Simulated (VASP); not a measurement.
# Fe (P6_3/mmc) in VASP: notebook

The runs below take Fe through single point, with b88 exchange, pbe correlation, revPBE, LDA.

All numbers are computed with VASP 6.6.1; they aren't measurements. Logs are shortened: lines on timing, memory, paths and dates and some standing lists are left out, and cuts for length are marked.

## Step 1: The cell of the first run

Symmetry: P6_3/mmc, No. 194, hexagonal system. The conventional cell has a = 2.384 Å, b = 2.384 Å, c = 3.764 Å, α = 90.00°, β = 90.00°, γ = 120.00°. Fe (site symmetry -6m2) has 12 Fe at 2.33 to 2.38 Å within 3.1 Å.

This isn't the form of Fe at room conditions, which is bcc.

## Step 2: Single point, b88 exchange, pbe correlation, collinear spin, ferromagnetic start

INCAR

```
SYSTEM = Fe
  ALGO = Normal
  EDIFF = 1E-6
  ENCUT = 690
  GGA = LIBXC
  GGA_COMPAT = .False.
  ISIF = 2
  ISMEAR = -1
  ISPIN = 2
  LASPH = .True.
  LCHARG = .False.
  LIBXC1 = GGA_X_B88
  LIBXC2 = GGA_C_PBE
  LMAXMIX = 4
  LORBIT = 11
  LREAL = .False.
  LWAVE = .False.
  MAGMOM = 3 3
  NBANDS = 27
  NELM = 200
  PREC = Accurate
  SIGMA = 0.05
```

KPOINTS

```
k-points
0
Gamma
  12 12 7
  0 0 0
```

POSCAR

```
Fe
1.0
    2.3844669570      0.0000000000      0.0000000000
   -1.1922334785      2.0650089592      0.0000000000
    0.0000000000      0.0000000000      3.7635056374
Fe
2
Direct
    0.6666666667      0.3333333333      0.7500000000
    0.3333333333      0.6666666667      0.2500000000
```

Potentials or basis: VASP PAW PBE potentials, release 64 (Fe_sv).

On the command line:

```bash
cat potpaw_PBE.64/Fe_sv/POTCAR > POTCAR
mpirun -np 1 vasp_std > vasp.out
```

OUTCAR:

```text
SYSTEM = Fe
   EDIFF = 1E-6
   ENCUT = 690
   GGA = LIBXC
   ISIF = 2
   ISMEAR = -1
   ISPIN = 2
   LASPH = .True.
   LORBIT = 11
   LREAL = .False.
   NELM = 200
   PREC = Accurate

 ion  position               nearest neighbor table
   1  0.667  0.333  0.750-   2 2.33   2 2.33   2 2.33   2 2.33   2 2.33   2 2.33
   2  0.333  0.667  0.250-   1 2.33   1 2.33   1 2.33   1 2.33   1 2.33   1 2.33

  LATTYP: Found a hexagonal cell.
 ALAT       =     2.3844669570
 C/A-ratio  =     1.5783425417

  Lattice vectors:

 A1 = (   2.3844669570,   0.0000000000,   0.0000000000)
 A2 = (  -1.1922334785,   2.0650089592,   0.0000000000)
 A3 = (   0.0000000000,   0.0000000000,   3.7635056374)

Analysis of symmetry for initial positions (statically):
=====================================================================
 Subroutine PRICEL returns:
 Original cell was already a primitive cell.

 Routine SETGRP: Setting up the symmetry group for a
 hexagonal supercell.

 Subroutine GETGRP returns: Found 24 space group operations
 (whereof 12 operations were pure point group operations)
 out of a pool of 24 trial point group operations.

The static configuration has the point symmetry D_3d.
 The point group associated with its full space group is D_6h.

Analysis of symmetry for dynamics (positions and initial velocities):
=====================================================================
 Subroutine PRICEL returns:
 Original cell was already a primitive cell.

 Routine SETGRP: Setting up the symmetry group for a
 hexagonal supercell.

 Subroutine GETGRP returns: Found 24 space group operations
 (whereof 12 operations were pure point group operations)
 out of a pool of 24 trial point group operations.

The dynamic configuration has the point symmetry D_3d.
 The point group associated with its full space group is D_6h.

Analysis of structural, dynamic, and magnetic symmetry:
=====================================================================
 Subroutine PRICEL returns:
 Original cell was already a primitive cell.

 Routine SETGRP: Setting up the symmetry group for a
 hexagonal supercell.

 Subroutine GETGRP returns: Found 24 space group operations
 (whereof 12 operations were pure point group operations)
 out of a pool of 24 trial point group operations.

The overall configuration has the point symmetry D_3d.
 The point group associated with its full space group is D_6h.

 Subroutine INISYM returns: Found 24 space group operations
[... 118 lines left out ...]
  volume/ion in A,a.u.               =       9.27        62.53
  Fermi-wavevector in a.u.,A,eV,Ry     =   1.964067  3.711548 52.485259  3.857558
  Thomas-Fermi vector in A             =   2.988354
   LORBIT       =     11    0 simple, 1 ext, 2 COOP (PROOUT), +10 PAW based schemes
   GGA     = LIBXC    functional components
   LHFCALC =     F    Hartree Fock is set to
   AEXX    =    0.0000 exact exchange contribution
   IVDW    =     0    specifies the selected vdW correction
   LEPSILON=     F    determine dielectric tensor
   LRPA    =     F    only Hartree local field effects (RPA)
 spin polarized calculation
  energy-cutoff  :      690.00
  volume of cell :       18.53
 maximum number of plane-waves:       778
   NGX = 11   NGY = 11   NGZ = 17

 number of electron      32.0000012 magnetization      -0.0019617

 number of electron      32.0000012 magnetization       0.0004042

 Free energy of the ion-electron system (eV)
  ---------------------------------------------------
  ext. energy  EPLUGINS =         0.00000000
  ---------------------------------------------------
  free energy    TOTEN  =       -16.21103174 eV

  energy without entropy =      -16.19325720  energy(sigma->0) =      -16.20214447

 E-fermi :  15.7045     XC(G=0): -15.0860

 val. band max:       15.7016970989   @ k =   0.3333   0.2500   0.2857
 cond. band min:      15.7231539052   @ k =   0.4167   0.0833   0.4286
 fundamental gap:      0.0214568063
 Fermi energy:        15.7045230253

 spin component 1

 k-point     1 :       0.0000    0.0000    0.0000
  band No.  band energies     occupation
      1     -71.6990      1.00000
      2     -71.4986      1.00000
      3     -38.1739      1.00000
      4     -37.4292      1.00000
      5     -37.4292      1.00000
      6     -37.2977      1.00000
[... 709 lines left out ...]
     26      40.2388      0.00000
     27      42.8015      0.00000

 [... further k-points ...]

 spin component 2

 k-point     1 :       0.0000    0.0000    0.0000
  band No.  band energies     occupation
      1     -71.6988      1.00000
      2     -71.4983      1.00000
      3     -38.1737      1.00000
      4     -37.4290      1.00000
      5     -37.4290      1.00000
      6     -37.2975      1.00000
[... 709 lines left out ...]
     26      40.2388      0.00000
     27      42.8013      0.00000

 [... further k-points ...]

------------------------ aborting loop because EDIFF is reached ----------------------------------------

  FORCE on cell =-STRESS in cart. coord.  units (eV):
  Direction    XX          YY          ZZ          XY          YZ          ZX
  --------------------------------------------------------------------------------------
  -------------------------------------------------------------------------------------
  Total        3.5482641      3.5482641      3.9270249      0.0000000      0.0000000      0.0000000
  in kB      306.7755198    306.7755197    339.5223905      0.0000000      0.0000000      0.0000000
  external PRESSURE =     317.6911433 kB  Pullay stress =       0.0000000 kB

 VOLUME and BASIS-vectors are now :
 -----------------------------------------------------------------------------
  energy-cutoff  :      690.00
  volume of cell :       18.53
      direct lattice vectors                 reciprocal lattice vectors
     2.384466957  0.000000000  0.000000000     0.419380943  0.242129700  0.000000000
    -1.192233478  2.065008959  0.000000000     0.000000000  0.484259400  0.000000000
     0.000000000  0.000000000  3.763505637     0.000000000  0.000000000  0.265709712

 POSITION                                       TOTAL-FORCE (eV/Angst)
 -----------------------------------------------------------------------------------
      1.19223      0.68834      2.82263         0.000000      0.000000      0.000000
     -0.00000      1.37667      0.94088        -0.000000     -0.000000      0.000000
 -----------------------------------------------------------------------------------
    total drift:                               -0.000000      0.000000     -0.000000

  FREE ENERGIE OF THE ION-ELECTRON SYSTEM (eV)
  ---------------------------------------------------
  free  energy   TOTEN  =       -16.2110317420 eV

  energy  without entropy=      -16.1932571996  energy(sigma->0) =      -16.20214447

 total charge

# of ion       s       p       d       tot
------------------------------------------
    1        2.226   6.075   5.594  13.896
    2        2.226   6.075   5.594  13.896
--------------------------------------------------
tot          4.453  12.150  11.189  27.791

 magnetization (x)

# of ion       s       p       d       tot
------------------------------------------
    1       -0.000  -0.000   0.000   0.000
    2       -0.000  -0.000   0.000   0.000
--------------------------------------------------
tot         -0.000  -0.000   0.000   0.000
```

stdout:

```text
POSCAR found type information on POSCAR Fe
 POSCAR found :  1 types and       2 ions
 scaLAPACK will be used
 -----------------------------------------------------------------------------
|                                                                             |
|                                                                             |
|     You enforced a specific xc type in the INCAR file but a different       |
|     I HOPE YOU KNOW WHAT YOU ARE DOING!                                     |
|                                                                             |
 -----------------------------------------------------------------------------

 LDA part: xc-table for (None,None), standard interpolation
 POSCAR, INCAR and KPOINTS ok, starting setup
 FFT: planning ... GRIDC
 FFT: planning ... GRID_SOFT
 FFT: planning ... GRID
 WAVECAR not read
 entering main loop
```

It took 38 s on 1 thread of Intel Xeon 6975P-C (Granite Rapids), shared host; peak memory 0.2 GiB.

Results:

| Item | Value |
| --- | --- |
| Free energy | -16.2110 eV |
| Pressure | 31.8 GPa |
| Band gap on the k mesh | zero (filled and empty bands overlap) |
| Net moment | 0.00 μB per cell |
| Valence electrons inside the program's atomic spheres | Fe 13.90 |

Levels at points of the mesh, in eV from the Fermi level:
Spin up:
| k point | band 14 | band 15 | band 16 | band 17 | band 18 | band 19 |
| --- | --- | --- | --- | --- | --- | --- |
| (0.00, 0.00, 0.00) | -1.39 | -1.39 | -1.01 | -1.01 | 0.53 | 0.80 |
| (0.50, 0.00, 0.00) | -1.76 | -1.24 | 0.92 | 1.19 | 1.24 | 3.00 |
Spin down:
| k point | band 13 | band 14 | band 15 | band 16 | band 17 | band 18 | band 19 | band 20 |
| --- | --- | --- | --- | --- | --- | --- | --- | --- |
| (0.00, 0.00, 0.00) | -1.77 | -1.39 | -1.39 | -1.01 | -1.01 | 0.53 | 0.80 | 0.80 |
| (0.50, 0.00, 0.00) | -2.29 | -1.76 | -1.24 | 0.92 | 1.19 | 1.24 | 3.00 | 5.37 |

Caveat: the cell stands under pressure; the moments typed at the start vanished in this run; the PAW data sets were made with another functional, which shifts forces and pressure a little.

## Step 3: Single point, revPBE, collinear spin, ferromagnetic start

This run uses another cell than the first one, of 10.35 Å³/atom.

INCAR

```
ALGO = Normal ; EDIFF = 1E-6
ENCUT = 690 ; GGA = RE
GGA_COMPAT = False ; ISIF = 2
ISMEAR = -1 ; ISPIN = 2
LASPH = True ; LCHARG = True
LELF = True ; LMAXMIX = 4
LORBIT = 11 ; LREAL = False
LVHAR = True ; LWAVE = False
MAGMOM = 3 3 ; NBANDS = 27
NELM = 200 ; PREC = Accurate
SIGMA = 0.05
```

KPOINTS

```
k-points
0
Gamma
  12 12 7
```

POSCAR

```
Fe
1.0
    2.4713415605      0.0000000000      0.0000000000
   -1.2356707803      2.1402445728      0.0000000000
    0.0000000000      0.0000000000      3.9143840768
Fe
2
Direct
    0.6666666667      0.3333333333      0.7500000000
    0.3333333333      0.6666666667      0.2500000000
```

Potentials or basis: VASP PAW PBE potentials, release 64 (Fe_sv).

On the command line:

```bash
cat potpaw_PBE.64/Fe_sv/POTCAR > POTCAR
mpirun -np 1 vasp_std > vasp.out
```

OUTCAR:

```text
EDIFF = 1E-6
   ENCUT = 690
   GGA = RE
   ISIF = 2
   ISMEAR = -1
   ISPIN = 2
   LASPH = True
   LORBIT = 11
   LREAL = False
   NELM = 200
   PREC = Accurate

 ion  position               nearest neighbor table
   1  0.667  0.333  0.750-   2 2.42   2 2.42   2 2.42   2 2.42   2 2.42   2 2.42
   2  0.333  0.667  0.250-   1 2.42   1 2.42   1 2.42   1 2.42   1 2.42   1 2.42

  LATTYP: Found a hexagonal cell.
 ALAT       =     2.4713415605
 C/A-ratio  =     1.5839105931

  Lattice vectors:

 A1 = (   2.4713415605,   0.0000000000,   0.0000000000)
 A2 = (  -1.2356707803,   2.1402445728,   0.0000000000)
 A3 = (   0.0000000000,   0.0000000000,   3.9143840768)

Analysis of symmetry for initial positions (statically):
=====================================================================
 Subroutine PRICEL returns:
 Original cell was already a primitive cell.

 Routine SETGRP: Setting up the symmetry group for a
 hexagonal supercell.

 Subroutine GETGRP returns: Found 24 space group operations
 (whereof 12 operations were pure point group operations)
 out of a pool of 24 trial point group operations.

The static configuration has the point symmetry D_3d.
 The point group associated with its full space group is D_6h.

Analysis of symmetry for dynamics (positions and initial velocities):
=====================================================================
 Subroutine PRICEL returns:
 Original cell was already a primitive cell.

 Routine SETGRP: Setting up the symmetry group for a
 hexagonal supercell.

 Subroutine GETGRP returns: Found 24 space group operations
 (whereof 12 operations were pure point group operations)
 out of a pool of 24 trial point group operations.

The dynamic configuration has the point symmetry D_3d.
 The point group associated with its full space group is D_6h.

Analysis of structural, dynamic, and magnetic symmetry:
=====================================================================
[... 155 lines left out ...]
  ext. energy  EPLUGINS =         0.00000000
  ---------------------------------------------------
  free energy    TOTEN  =       -15.68209322 eV

  energy without entropy =      -15.66106654  energy(sigma->0) =      -15.67157988

 E-fermi :  13.7553     XC(G=0): -14.2446

 val. band max:       13.7371569596   @ k =   0.3333   0.3333   0.2857
 cond. band min:      13.7582478809   @ k =   0.3333   0.2500   0.2857
 fundamental gap:      0.0210909213
 Fermi energy:        13.7552585801

 spin component 1

 k-point     1 :       0.0000    0.0000    0.0000
  band No.  band energies     occupation
      1     -73.6056      1.00000
      2     -73.4809      1.00000
      3     -39.8731      1.00000
      4     -39.3572      1.00000
      5     -39.3572      1.00000
      6     -39.2658      1.00000
[... 709 lines left out ...]
     26      36.9539      0.00000
     27      38.5430      0.00000

 [... further k-points ...]

 spin component 2

 k-point     1 :       0.0000    0.0000    0.0000
  band No.  band energies     occupation
      1     -73.6074      1.00000
      2     -73.4827      1.00000
      3     -39.8750      1.00000
      4     -39.3588      1.00000
      5     -39.3588      1.00000
      6     -39.2674      1.00000
[... 709 lines left out ...]
     26      36.9537      0.00000
     27      38.5424      0.00000

 [... further k-points ...]

------------------------ aborting loop because EDIFF is reached ----------------------------------------

  FORCE on cell =-STRESS in cart. coord.  units (eV):
  Direction    XX          YY          ZZ          XY          YZ          ZX
  --------------------------------------------------------------------------------------
  -------------------------------------------------------------------------------------
  Total       -0.2212943     -0.2212943     -0.2312595      0.0000000      0.0000000      0.0000000
  in kB      -17.1246331    -17.1246331    -17.8957771      0.0000000      0.0000000      0.0000000
  external PRESSURE =     -17.3816811 kB  Pullay stress =       0.0000000 kB

 VOLUME and BASIS-vectors are now :
 -----------------------------------------------------------------------------
  energy-cutoff  :      690.00
  volume of cell :       20.70
      direct lattice vectors                 reciprocal lattice vectors
     2.471341560  0.000000000  0.000000000     0.404638523  0.233618160  0.000000000
    -1.235670780  2.140244573  0.000000000     0.000000000  0.467236321  0.000000000
     0.000000000  0.000000000  3.914384077     0.000000000  0.000000000  0.255468033

 POSITION                                       TOTAL-FORCE (eV/Angst)
 -----------------------------------------------------------------------------------
      1.23567      0.71341      2.93579        -0.000000      0.000000      0.000000
     -0.00000      1.42683      0.97860         0.000000     -0.000000      0.000000
 -----------------------------------------------------------------------------------
    total drift:                               -0.000000      0.000000     -0.000000

  FREE ENERGIE OF THE ION-ELECTRON SYSTEM (eV)
  ---------------------------------------------------
  free  energy   TOTEN  =       -15.6820932163 eV

  energy  without entropy=      -15.6610665421  energy(sigma->0) =      -15.67157988

 total charge

# of ion       s       p       d       tot
------------------------------------------
    1        2.202   6.055   5.535  13.792
    2        2.202   6.055   5.535  13.792
--------------------------------------------------
tot          4.404  12.111  11.070  27.585

 magnetization (x)

# of ion       s       p       d       tot
------------------------------------------
    1        0.000  -0.000  -0.001  -0.001
    2        0.000  -0.000  -0.001  -0.001
--------------------------------------------------
tot          0.000  -0.000  -0.002  -0.002
```

stdout:

```text
POSCAR found type information on POSCAR Fe
 POSCAR found :  1 types and       2 ions
 scaLAPACK will be used
 -----------------------------------------------------------------------------
|                                                                             |
|                                                                             |
|     You enforced a specific xc type in the INCAR file but a different       |
|     I HOPE YOU KNOW WHAT YOU ARE DOING!                                     |
|                                                                             |
 -----------------------------------------------------------------------------

 LDA part: xc-table for (Slater+PW92), standard interpolation
 POSCAR, INCAR and KPOINTS ok, starting setup
 FFT: planning ... GRIDC
 FFT: planning ... GRID_SOFT
 FFT: planning ... GRID
 WAVECAR not read
 entering main loop
```

Wall time 95 s (1 thread of Intel Xeon Platinum 8259CL at 2.50GHz (Skylake/Cascade Lake), shared host); peak memory 0.22 GiB.

Results:

```yaml
Free_energy: -15.6821 eV
Pressure: -1.7 GPa
Band_gap_on_the_k_mesh: zero (filled and empty bands overlap)
Net_moment: 0.00 μB per cell
Valence_electrons_inside_the_program's_atomic_spheres: Fe 13.79
```

Caveat: the moments typed at the start vanished in this run; the PAW data sets were made with another functional, which shifts forces and pressure a little.

[end of part 1 of 2]

The gap in the log of VASP goes by the Fermi energy; the results here count the filled bands.